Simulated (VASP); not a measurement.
Crystal: Ag.

```
Ag
1.0
     2.87019    0.00000    0.00000
    -1.43509    2.48566    0.00000
     0.00000    0.00000    4.69222
Ag
2
Cartesian
  1.4351 0.8286 3.5192
  0.0000 1.6571 1.1731
```

This isn't the form of Ag at room conditions, which is fcc.

Base run:

```yaml
Program: VASP 6.6.1
Functional: r2SCAN
Potentials_or_basis: VASP PAW PBE potentials, release 64 (Ag)
Cutoff: 520 eV
k_mesh: 10 × 10 × 6
Occupations: fermi-dirac, width 0.05 eV
Spin: no spin polarisation
```

Its results: band gap on the k mesh zero (bands 11 and 12 overlap by 7.07 eV); pressure 4.4 GPa.

Q: The run is repeated on the same cell with these changes: functional from r2SCAN to LDA; potentials or basis from VASP PAW PBE potentials, release 64 (Ag) to VASP PAW LDA potentials, release 64 (Ag). What comes out?

A: Band gap on the k mesh zero (bands 11 and 12 overlap by 6.55 eV); pressure -4.8 GPa.

Caveats: the cell stands under pressure (at least some runs); the PAW data sets were made with another functional, which shifts forces and pressure a little (at least some runs); the cell stands under tension (at least some runs).
